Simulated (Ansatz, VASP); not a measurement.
One calculation of ZnS, two programs

File INCAR:

```
  PREC = Accurate
  ENCUT = 520
  EDIFF = 1E-6
  ISMEAR = 0
  SIGMA = 0.05
  LREAL = False
  LASPH = True
  NELM = 80
  ALGO = Normal
  ISIF = 2
  LWAVE = False
  LCHARG = True
  GGA = PS
  LELF = True
  LVHAR = True
  NBANDS = 26
```

Contents of KPOINTS:

```
regular mesh
0
Gamma
  9 9 6
```

Contents of POSCAR:

```
ZnS
1.0
    3.7814465092      0.0000000000      0.0000000000
   -1.8907232546      3.2748287400      0.0000000000
    0.0000000000      0.0000000000      6.2087146531
Zn S
2 2
Direct
    0.3333333333      0.6666666667      0.0296020378
    0.6666666667      0.3333333333      0.5296020378
    0.3333333333      0.6666666667      0.3795575521
    0.6666666667      0.3333333333      0.8795575521
```

Input for Ansatz:

```yaml
crystal:
  lattice:
    - [3.7814465092, 0.0, 0.0]
    - [-1.8907232546, 3.27482874, 0.0]
    - [0.0, 0.0, 6.2087146531]
  atoms:
    - { symbol: Zn, position: [0.3333333333, 0.6666666667, 0.0296020378] }
    - { symbol: Zn, position: [0.6666666667, 0.3333333333, 0.5296020378] }
    - { symbol: S, position: [0.3333333333, 0.6666666667, 0.3795575521] }
    - { symbol: S, position: [0.6666666667, 0.3333333333, 0.8795575521] }
basis:
  ecutwfc: 520.0
kpoints:
  mp_grid: { grid: [9, 9, 6] }
hamiltonian:
  xc: pbesol
  pseudopotentials: { kind: paw }
scf:
  occupations: { method: gaussian, width: 0.05 }
output:
  forces: true
  stress: true
  eigenvalues: true
```

Alike in both runs: task single point; functional PBEsol; k mesh 9 × 9 × 6; occupations gaussian, width 0.05 eV; no spin polarisation.

```csv
,VASP,Ansatz
version,VASP 6.6.1,Ansatz 0.2.0
potentials or method,"VASP PAW PBE potentials, release 64 (Zn, S), cutoff 520 eV","scalar-relativistic, plane waves, PAW"
valence electrons in the cell,36,36
```

```tsv
	VASP	Ansatz	Ansatz less VASP
gap on the k mesh at the Fermi level (eV)	2.09	2.08	-0.007
least direct gap on the mesh (eV)	2.09	2.08	-0.007
pressure (GPa)	1.1	0.9	-0.23
traceless stress, the component that is largest in VASP (GPa)	6.03	5.99	-0.044
rms of the force components (eV/Å)	0.745	0.743	-0.0022
```

VASP's potentials were made for PBE, not for PBEsol. Atom by atom the forces differ by 0.002 eV/Å (rms over components).
